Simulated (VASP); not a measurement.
# Al4CN4 in VASP: a series of runs, part 2 of 2

VASP 6.6.1. Earlier steps stand in the parts before.

## Step 4: Single point, PBE, collinear spin

The input, INCAR:

```
PREC = Accurate
ENCUT = 520
EDIFF = 1E-7
ISMEAR = 0
SIGMA = 0.05
LREAL = F
LASPH = T
NELM = 150
ALGO = Normal
ISIF = 2
LWAVE = F
LCHARG = F
ISPIN = 2
MAGMOM = 0 0 0 0 0 0 0 0 2
LORBIT = 11
LDIPOL = T
IDIPOL = 3
DIPOL = 0.5 0.5 0.322
GGA = PE
NBANDS = 32
```

The input, KPOINTS:

```
regular mesh
0
Gamma
  9 6 1
```

The input, POSCAR:

```
Al4CN4
1.0
    3.1297683445      0.0000000000      0.0000000000
    0.0000000000      5.0173032419      0.0000000000
    0.0000000000      0.0000000000     19.0620320396
Al N C
4 4 1
Direct
    0.0000000000      0.9982714950      0.2098412169
    0.5000000000      0.4982714950      0.2572383830
    0.5000000000      0.9915197257      0.3577010219
    0.0000000000      0.4624332462      0.3868097530
    0.0000000000      0.6167285050      0.2098412169
    0.5000000000      0.1167285050      0.2572383830
    0.5000000000      0.6143669392      0.3564124135
    0.0000000000      0.1112303975      0.3967065014
    0.3333333333      0.2778970642      0.4653367857
```

Potentials or basis: VASP PAW PBE potentials, release 64 (Al, N, C).

Started as:

```bash
$ cat potpaw_PBE.64/Al/POTCAR potpaw_PBE.64/N/POTCAR potpaw_PBE.64/C/POTCAR > POTCAR
$ mpirun -np 1 vasp_std > vasp.out
```

OUTCAR:

```text
PREC = Accurate
   ENCUT = 520
   EDIFF = 1E-7
   ISMEAR = 0
   LREAL = F
   LASPH = T
   NELM = 150
   ISIF = 2
   ISPIN = 2
   LORBIT = 11
   GGA = PE

 ion  position               nearest neighbor table
   1  0.000  0.998  0.210-   6 1.90   6 1.90   5 1.91   2 3.09   2 3.09   2 3.09   2 3.09   3 3.22
                             3 3.22
   2  0.500  0.498  0.257-   5 1.90   5 1.90   6 1.91   7 1.98   4 2.93   4 2.93   1 3.09   1 3.09
                             1 3.09   1 3.09   3 3.13   3 3.18
   3  0.500  0.992  0.358-   8 1.83   8 1.83   7 1.89   6 2.02   9 2.56   4 2.89   4 2.89   2 3.13
                             4 3.13   4 3.13   2 3.18   1 3.22   1 3.22
   4  0.000  0.462  0.387-   8 1.77   7 1.83   7 1.83   9 2.05   3 2.89   3 2.89   2 2.93   2 2.93
                             3 3.13   3 3.13
   5  0.000  0.617  0.210-   2 1.90   2 1.90   1 1.91
   6  0.500  0.117  0.257-   1 1.90   1 1.90   2 1.91   3 2.02
   7  0.500  0.614  0.356-   4 1.83   4 1.83   3 1.89   2 1.98
   8  0.000  0.111  0.397-   4 1.77   3 1.83   3 1.83   9 1.87
   9  0.333  0.278  0.465-   8 1.87   4 2.05   3 2.56

  LATTYP: Found a simple orthorhombic cell.
 ALAT       =     3.1297683445
 B/A-ratio  =     1.6030909287
 C/A-ratio  =     6.0905568532

  Lattice vectors:

[... 1828 lines left out ...]
     0.000000000  5.017303242  0.000000000     0.000000000  0.199310257  0.000000000
     0.000000000  0.000000000 19.062032040     0.000000000  0.000000000  0.052460304

 POSITION                                       TOTAL-FORCE (eV/Angst)
 -----------------------------------------------------------------------------------
      0.00000      5.00863      4.00000         0.003134     -1.725181      2.115488
      1.56488      2.49998      4.90349         0.012862      1.110426     -1.791376
      1.56488      4.97476      6.81851         0.075907     -0.988439     -0.552315
      0.00000      2.32017      7.37338        -0.362668      1.886883      1.457356
      0.00000      3.09431      4.00000         0.011937      0.719189      0.670024
      1.56488      0.58566      4.90349         0.089399      0.181445     -0.658192
      1.56488      3.08247      6.79394         0.279865      0.518728     -1.531025
      0.00000      0.55808      7.56203         1.602121     -0.870776      0.276861
      1.04326      1.39429      8.87026        -1.712556     -0.832276      0.013181
 -----------------------------------------------------------------------------------
    total drift:                                0.000089     -0.000495      0.000045

  FREE ENERGIE OF THE ION-ELECTRON SYSTEM (eV)
  ---------------------------------------------------
  free  energy   TOTEN  =       -58.2531159812 eV

  energy  without entropy=      -58.2531115077  energy(sigma->0) =      -58.25311374

 vacuum level on the upper side and lower side of the slab         5.032         2.736

 total charge

# of ion       s       p       d       tot
------------------------------------------
    1        0.386   0.366   0.000   0.752
    2        0.367   0.422   0.000   0.789
    3        0.368   0.431   0.000   0.799
    4        0.386   0.464   0.000   0.850
    5        1.234   2.482   0.000   3.717
    6        1.233   2.569   0.000   3.802
    7        1.232   2.635   0.000   3.867
    8        1.247   2.580   0.000   3.827
    9        0.999   1.123   0.000   2.122
--------------------------------------------------
tot          7.453  13.071   0.000  20.524

 magnetization (x)

# of ion       s       p       d       tot
------------------------------------------
    1        0.002   0.003   0.000   0.005
    2        0.001   0.002   0.000   0.003
    3        0.008   0.008   0.000   0.017
    4        0.005   0.031   0.000   0.036
    5        0.001   0.006   0.000   0.006
    6        0.001   0.001   0.000   0.003
    7        0.006   0.045   0.000   0.052
    8        0.010   0.085   0.000   0.095
    9        0.049   0.770   0.000   0.819
--------------------------------------------------
tot          0.084   0.951   0.000   1.034
```

Run time: 17 min. Hardware: 1 thread of Oxide Virtual Turin-like, shared host; peak memory 0.68 GiB.

What came out:

| Property | Result |
| --- | --- |
| Free energy | -58.2531 eV |
| Largest force | 2.730 eV/Å |
| Band gap on the k mesh | 0.23 eV (least direct gap 0.46 eV) |
| Net moment | 2.00 μB per cell |
| Site moments | Al +0.01, +0.00, +0.02, +0.04; N +0.01, +0.00, +0.05, +0.10; C +0.82 μB |
| Valence electrons inside the program's atomic spheres | Al 0.75, 0.79, 0.80, 0.85; N 3.72, 3.80, 3.87, 3.83; C 2.12 |

Forces on the atoms (eV/Å):
```
Al   0.003 -1.725  2.115
Al   0.013  1.110 -1.791
Al   0.076 -0.988 -0.552
Al  -0.363  1.887  1.457
N    0.012  0.719  0.670
N    0.089  0.181 -0.658
N    0.280  0.519 -1.531
N    1.602 -0.871  0.277
C   -1.713 -0.832  0.013
```

Levels at points of the mesh, in eV from the valence-band top:
Spin up:
```
           k point  band 15  band 16  band 17  band 18  band 19  band 20  band 21  band 22  band 23  band 24
(0.00, 0.00, 0.00)    -2.53    -1.62    -1.40    -0.72    -0.32     0.23     2.94     3.09     3.64     4.50
(0.00, 0.50, 0.00)    -2.50    -1.86    -1.61    -0.90    -0.17     0.46     3.04     3.64     4.20     4.66
```
Spin down:
| k point | band 13 | band 14 | band 15 | band 16 | band 17 | band 18 | band 19 | band 20 | band 21 | band 22 |
| --- | --- | --- | --- | --- | --- | --- | --- | --- | --- | --- |
| (0.00, 0.00, 0.00) | -2.82 | -2.46 | -2.42 | -1.54 | -1.39 | 0.24 | 1.17 | 1.94 | 3.24 | 3.55 |
| (0.00, 0.50, 0.00) | -3.14 | -3.06 | -2.18 | -1.72 | -1.60 | 0.44 | 1.15 | 2.04 | 3.67 | 3.78 |

## Step 5: Single point, PBE, collinear spin

The input, INCAR:

```
SYSTEM = Al4CN4
PREC = Accurate ; ENCUT = 520
EDIFF = 1E-7 ; ISMEAR = 0
SIGMA = 0.05 ; LREAL = .False.
LASPH = .True. ; NELM = 150
ALGO = Normal ; ISIF = 2
LWAVE = .False. ; LCHARG = .False.
ISPIN = 2 ; MAGMOM = 0 0 0 0 0 0 0 0 2
LORBIT = 11 ; LDIPOL = .True.
IDIPOL = 3 ; DIPOL = 0.5 0.5 0.324
GGA = PE ; NBANDS = 32
```

The input, KPOINTS:

```
Automatic mesh
0
Gamma
  9 6 1
  0 0 0
```

Changes to POSCAR since step 4:

```diff
@@ -16,2 +16,2 @@
     0.0000000000      0.1112303975      0.3967065014
-    0.3333333333      0.2778970642      0.4653367857
+    0.3333333333      0.4445637309      0.4829606730
```

Started as:

```bash
$ cat potpaw_PBE.64/Al/POTCAR potpaw_PBE.64/N/POTCAR potpaw_PBE.64/C/POTCAR > POTCAR
$ mpirun -np 1 vasp_std > vasp.out
```

It took 31 min on 1 thread of Oxide Virtual Turin-like, shared host; peak memory 0.68 GiB.

Results (log left out):

```
Free energy                                           : -57.5900 eV
Largest force                                         : 2.772 eV/Å
Net moment                                            : 1.11 μB per cell
Site moments                                          : Al +0.00, +0.01 (each value once); N +0.00, -0.00, +0.06, -0.05; C +0.55 μB
Valence electrons inside the program's atomic spheres : Al 0.75, 0.79, 0.81, 0.86; N 3.72, 3.80, 3.86, 3.81; C 2.04
```

Forces in eV/Å, atoms in the order of the input:
```
Al  -0.002 -1.672  2.211
Al   0.007  0.954 -1.723
Al  -0.086 -0.563  0.050
Al  -0.235  1.221  1.716
N    0.001  0.720  0.645
N    0.054  0.152 -0.935
N    0.257  0.231 -1.647
N    0.511 -0.518 -0.339
C   -0.507 -0.524  0.023
```

Levels at points of the mesh, in eV from the Fermi level:
Spin up:
| k point | band 17 | band 18 | band 19 | band 20 | band 21 | band 22 |
| --- | --- | --- | --- | --- | --- | --- |
| (0.00, 0.00, 0.00) | -0.78 | -0.58 | 0.11 | 1.02 | 1.28 | 4.02 |
| (0.00, 0.50, 0.00) | -1.00 | -0.53 | 0.36 | 1.14 | 1.33 | 4.52 |
Spin down:
```tsv
k point	band 14	band 15	band 16	band 17	band 18	band 19	band 20	band 21
(0.00, 0.00, 0.00)	-1.71	-1.56	-0.87	-0.77	0.56	1.09	1.25	2.02
(0.00, 0.50, 0.00)	-1.98	-1.67	-1.21	-0.99	0.89	1.07	1.35	2.03
```

## Step 6: Single point, PBE, collinear spin

The input, INCAR:

```
SYSTEM = Al4CN4
  PREC = Accurate
  ENCUT = 520
  EDIFF = 1E-6
  ISMEAR = 0
  SIGMA = 0.05
  LREAL = .FALSE.
  LASPH = .TRUE.
  NELM = 150
  ALGO = Normal
  ISIF = 2
  LWAVE = .FALSE.
  LCHARG = .FALSE.
  ISPIN = 2
  MAGMOM = 0 0 0 0 0 0 0 0 2
  LORBIT = 11
  LDIPOL = .TRUE.
  IDIPOL = 3
  DIPOL = 0.5 0.5 0.322
  GGA = PE
  NBANDS = 32
```

The input, KPOINTS:

```
regular mesh
0
G
  9 6 1
  0 0 0
```

Changes to POSCAR since step 5:

```diff
@@ -16,2 +16,2 @@
     0.0000000000      0.1112303975      0.3967065014
-    0.3333333333      0.4445637309      0.4829606730
+    0.3333333333      0.6112303975      0.4637171689
```

Potentials or basis: VASP PAW PBE potentials, release 64 (Al, N, C).

Started as:

```bash
$ cat potpaw_PBE.64/Al/POTCAR potpaw_PBE.64/N/POTCAR potpaw_PBE.64/C/POTCAR > POTCAR
$ mpirun -np 1 vasp_std > vasp.out
```

Wall time 22 min (1 thread of Oxide Virtual Turin-like, shared host); peak memory 0.69 GiB.

The run converged. Its results:

| Property | Result |
| --- | --- |
| Free energy | -57.7652 eV |
| Largest force | 2.773 eV/Å |
| Net moment | 1.11 μB per cell |
| Site moments | Al +0.00, -0.00, +0.02 (each value once); N -0.00, +0.00, +0.01, +0.03; C +0.53 μB |
| Valence electrons inside the program's atomic spheres | Al 0.76, 0.78, 0.81, 0.89; N 3.72, 3.80, 3.85, 3.81; C 2.09 |

Forces in eV/Å, atoms in the order of the input:
```
Al  -0.005 -1.534  2.311
Al  -0.098  0.572 -2.106
Al   0.000  0.216  0.485
Al  -1.133 -0.520  1.521
N   -0.042  0.691  0.859
N    0.011  0.158 -1.240
N   -0.045  0.445 -0.634
N   -0.038 -0.710 -1.199
C    1.350  0.682  0.004
```

Levels at points of the mesh, in eV from the Fermi level:
Spin up:
```
           k point  band 17  band 18  band 19  band 20  band 21  band 22
(0.00, 0.00, 0.00)    -1.01    -0.63     0.14     0.75     1.84     3.87
(0.00, 0.50, 0.00)    -1.28    -0.16     0.37     1.03     1.80     4.38
```
Spin down:
```csv
k point,band 15,band 16,band 17,band 18,band 19,band 20
"(0.00, 0.00, 0.00)",-1.40,-1.06,-1.01,0.57,1.00,1.31
"(0.00, 0.50, 0.00)",-1.54,-1.42,-1.28,0.90,1.02,1.62
```

## Step 7: Overview

```tsv
cell	gap on the mesh (eV)	moment (μB)	largest force (eV/Å)
as given, atomic positions A	none	2.00	2.73
as given, atomic positions B	none	1.97	3.36
as given, atomic positions C	0.23	2.00	2.73
as given, atomic positions D	none	1.11	2.77
as given, atomic positions E	none	1.11	2.77
```

Alike in all rows: task single point; level PBE; potentials or basis VASP PAW PBE potentials, release 64 (Al, N, C); spin collinear; k mesh 9 × 6 × 1; cutoff (eV) 520; smearing gaussian 0.05 eV.

Absolute energies hang on the potentials; compare differences alone.
